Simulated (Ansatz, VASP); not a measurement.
**One calculation of MnV, two programs**

The input INCAR:

```
PREC     = Accurate       # precision mode
ENCUT    = 520            # plane-wave cutoff, eV
EDIFF    = 1E-6           # SCF threshold, eV
ISMEAR   = -1             # smearing method
SIGMA    = 0.05           # smearing width, eV
LREAL    = False          # projectors in reciprocal space
LASPH    = True           # aspherical terms in the spheres
NELM     = 100            # most SCF steps
ALGO     = Normal         # electronic algorithm
ISIF     = 2              # what is computed and relaxed
LWAVE    = False          # write WAVECAR
LCHARG   = False          # write CHGCAR
NBANDS   = 20             # bands
```

File KPOINTS:

```
Automatic mesh
0
Gamma
  11 11 11
```

POSCAR

```
MnV
1.0
    2.7470778878      0.0000000000      0.0000000000
    0.0000000000      2.7470778878      0.0000000000
    0.0000000000      0.0000000000      2.7470778878
Mn V
1 1
Direct
    0.0000000000      0.0000000000      0.0000000000
    0.5000000000      0.5000000000      0.5000000000
```

Input for Ansatz:

```yaml
crystal:
  lattice:
    - [2.7470778878, 0.0, 0.0]
    - [0.0, 2.7470778878, 0.0]
    - [0.0, 0.0, 2.7470778878]
  atoms:
    - { symbol: Mn, position: [0.0, 0.0, 0.0] }
    - { symbol: V, position: [0.5, 0.5, 0.5] }
kpoints:
  mp_grid: { grid: [11, 11, 11] }
scf:
  occupations: { method: fermi_dirac, width: 0.05 }
hamiltonian:
  xc: lda
  pseudopotentials: { kind: paw }
output:
  forces: true
  stress: true
  eigenvalues: true
```

Change from the starting cell: volume scaled by 0.85, no spin polarisation, PAW files.

Alike in both runs: task single point; functional LDA; k mesh 11 × 11 × 11; occupations fermi-dirac, width 0.05 eV; no spin polarisation.

|  | VASP | Ansatz |
| --- | --- | --- |
| version | VASP 6.6.1 | Ansatz 0.2.0 |
| potentials or method | VASP PAW LDA potentials, release 64 (Mn_pv, V_sv) | PAW with Ansatz's default frozen-core files, scalar-relativistic |
| plane-wave cutoff (eV) | 520 | 420 |
| valence electrons in the cell | 26 | 28 |

|  | VASP | Ansatz | Ansatz less VASP |
| --- | --- | --- | --- |
| pressure (GPa) | 22.9 | 22.2 | -0.73 |

LDA's correlation is that of Perdew and Zunger in VASP and of Perdew and Wang (1992) in Ansatz. VASP's potentials hold 26 valence electrons a cell and Ansatz's 28, so a difference there can come from the potentials and not from the codes.
